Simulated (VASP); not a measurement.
Input of a VASP 6.6.1 run:

The input INCAR:

```
SYSTEM = HfBeC2N
PREC = Accurate ; ENCUT = 520
EDIFF = 1E-6 ; ISMEAR = 0
SIGMA = 0.1 ; LREAL = .FALSE.
LASPH = .TRUE. ; NELM = 100
ALGO = Normal ; ISIF = 2
LWAVE = .FALSE. ; LCHARG = .TRUE.
GGA = PE ; LELF = .TRUE.
LVHAR = .TRUE. ; NBANDS = 36
```

KPOINTS

```
Automatic mesh
0
G
  6 4 4
  0 0 0
```

Contents of POSCAR:

```
HfBeC2N
1.0
    3.2259016749      0.0000000000     -0.0024211408
    0.0000000000      4.7895596649      0.0000000000
   -0.1699502556      0.0000000000      6.4166096492
Hf Be C N
2 2 4 2
Direct
    0.5905794512      0.9997754099      0.2049005527
    0.5905794512      0.0002245901      0.7049005527
    0.0459278987      0.6110614664      0.4781704099
    0.0459278987      0.3889385336      0.9781704099
    0.7878996088      0.4923642759      0.2507163925
    0.7878996088      0.5076357241      0.7507163925
    0.5003896615      0.5030249993      0.1058780746
    0.5003896615      0.4969750007      0.6058780746
    0.0765690526      0.9717101435      0.4624267056
    0.0765690526      0.0282898565      0.9624267056
```

Potentials or basis: VASP PAW PBE potentials, release 64 (Hf_pv, Be, C, N).

Run with:

```console
$ cat potpaw_PBE.64/Hf_pv/POTCAR potpaw_PBE.64/Be/POTCAR potpaw_PBE.64/C/POTCAR potpaw_PBE.64/N/POTCAR > POTCAR
$ mpirun -np 1 vasp_std > vasp.out
```

(1) What does it give for the band gap on the k mesh?

(2) What does it give for the pressure?

(3) What does it give for the largest force?

Results:

(1) zero (bands 25 and 26 overlap by 2.12 eV).

(2) -0.9 GPa.

(3) 0.092 eV/Å.

Caveat: spin-orbit coupling is left out, which moves the levels of the heavy elements.
